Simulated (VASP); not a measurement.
Write the native input for VASP 6.6.1 that does the following.

| Property | Result |
| --- | --- |
| Task | single point |
| Functional | PBE-based screened hybrid with 25 % exact exchange |
| Potentials or basis | VASP PAW PBE potentials, release 64 (Na_pv, H) |
| Cutoff | 520 eV |
| k mesh | 5 × 5 × 5 |
| Occupations | fermi-dirac, width 0.05 eV |
| Spin | no spin polarisation |
| Dipole correction | no |
| Grid for exact exchange (PRECFOCK) | Normal |
| Share of exact exchange | 0.25 |
| Further INCAR settings | ALGO = Normal; EDIFF = 1e-07; NBANDS = 11 |
| Screening parameter | 0.2 1/Å |

The system is NaH.

```xyz
2
Lattice="0.0000 2.4400 2.4400 2.4400 0.0000 2.4400 2.4400 2.4400 0.0000" Properties=species:S:1:pos:R:3 pbc="T T T"
Na    0.0000    0.0000    0.0000
H     2.4400    2.4400    2.4400
```

The input as run:

POSCAR

```
NaH
1.0
    0.0000000000      2.4400000000      2.4400000000
    2.4400000000      0.0000000000      2.4400000000
    2.4400000000      2.4400000000      0.0000000000
Na H
1 1
Direct
    0.0000000000      0.0000000000      0.0000000000
    0.5000000000      0.5000000000      0.5000000000
```

INCAR.step1

```
ALGO = Normal ; EDIFF = 1E-5
ENCUT = 520 ; GGA = PE
ISIF = 2 ; ISMEAR = -1
LASPH = T ; LREAL = F
LWAVE = T ; NBANDS = 11
NELM = 60 ; PREC = Accurate
SIGMA = 0.05
```

INCAR.step2

```
AEXX = 0.25 ; ALGO = Normal
EDIFF = 1E-7 ; ENCUT = 520
GGA = PE ; HFSCREEN = 0.2
ISIF = 2 ; ISMEAR = -1
ISTART = 1 ; LASPH = T
LCHARG = T ; LELF = T
LHFCALC = T ; LREAL = F
LVHAR = T ; LWAVE = F
NBANDS = 11 ; NELM = 60
PREC = Accurate ; PRECFOCK = Normal
SIGMA = 0.05
```

KPOINTS

```
k-points
0
Gamma
  5 5 5
```

Potentials or basis: VASP PAW PBE potentials, release 64 (Na_pv, H).

Launch:

```console
$ cat potpaw_PBE.64/Na_pv/POTCAR potpaw_PBE.64/H/POTCAR > POTCAR
$ cp INCAR.step1 INCAR
$ mpirun -np 1 vasp_std > vasp.out
$ cp INCAR.step2 INCAR
$ mpirun -np 1 vasp_std > vasp.out
```

Results of the run:

```json
{"Pressure": "-1.0 GPa", "Band gap on the k mesh": "5.62 eV (least direct gap 6.16 eV)"}
```

Caveat: the k points lie up to 0.45 Å⁻¹ apart; the PAW data sets were made with another functional, which shifts forces and pressure a little; an odd mesh through Γ misses points on the zone boundary, where band edges can lie.

It took 4.3 min on 1 thread of Intel Xeon 8259CL (shared host), peak memory 0.25 GiB.
